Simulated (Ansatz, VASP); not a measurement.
# H4PbS4: VASP beside Ansatz

File INCAR:

```
PREC = Accurate
ENCUT = 1000
EDIFF = 1E-6
ISMEAR = 0
SIGMA = 0.01
LREAL = False
LASPH = True
NELM = 120
ALGO = Normal
ISIF = 2
LWAVE = False
LCHARG = False
GGA = PE
NBANDS = 31
GGA_COMPAT = False
NELMDL = -8
```

Contents of KPOINTS:

```
regular mesh
0
Gamma
  1 1 1
```

POSCAR

```
H4PbS4
1.0
   13.8600000000      0.0000000000      0.0000000000
    0.0000000000     13.8600000000      0.0000000000
    0.0000000000      0.0000000000     12.0400000000
Pb S H
1 4 4
Direct
    0.4999769100      0.4999769100      0.5000631200
    0.6067279900      0.6129639200      0.6130091400
    0.3932258300      0.3869899000      0.6130091400
    0.6129639200      0.3932258300      0.3871171100
    0.3869899000      0.6067279900      0.3871171100
    0.6752785000      0.5442135600      0.6263720900
    0.3246753200      0.4557402600      0.6263720900
    0.5442135600      0.3246753200      0.3737541500
    0.4557402600      0.6752785000      0.3737541500
```

Input for Ansatz:

```yaml
crystal:
  lattice:
    - [13.86, 0.0, 0.0]
    - [0.0, 13.86, 0.0]
    - [0.0, 0.0, 12.04]
  atoms:
    - { symbol: Pb, position: [0.49997691, 0.49997691, 0.50006312] }
    - { symbol: S, position: [0.60672799, 0.61296392, 0.61300914] }
    - { symbol: H, position: [0.6752785, 0.54421356, 0.62637209] }
    - { symbol: S, position: [0.39322583, 0.3869899, 0.61300914] }
    - { symbol: H, position: [0.32467532, 0.45574026, 0.62637209] }
    - { symbol: S, position: [0.61296392, 0.39322583, 0.38711711] }
    - { symbol: H, position: [0.54421356, 0.32467532, 0.37375415] }
    - { symbol: S, position: [0.3869899, 0.60672799, 0.38711711] }
    - { symbol: H, position: [0.45574026, 0.6752785, 0.37375415] }
basis:
  ecutwfc: 420
  ecutrho_ratio: 4
kpoints:
  mp_grid: { grid: [1, 1, 1] }
hamiltonian:
  xc: pbe
scf:
  occupations: { method: gaussian, width: 0.01 }
output:
  forces: true
  eigenvalues: true
  populations: true
```

Alike in both runs: task single point; functional PBE; k mesh 1 × 1 × 1; occupations gaussian, width 0.01 eV; no spin polarisation.

```csv
,VASP,Ansatz
version,VASP 6.6.1,Ansatz 0.2.0
potentials or method,"VASP PAW PBE potentials, release 64 (Pb_d, S, H_h), cutoff 1000 eV","scalar-relativistic, plane waves, PAW"
valence electrons in the cell,42,42
```

```tsv
	VASP	Ansatz	Ansatz less VASP
gap on the k mesh at the Fermi level (eV)	2.01	2.00	-0.012
rms of the force components (eV/Å)	0.080	0.066	-0.0143
```

Neither program's run includes spin-orbit coupling.
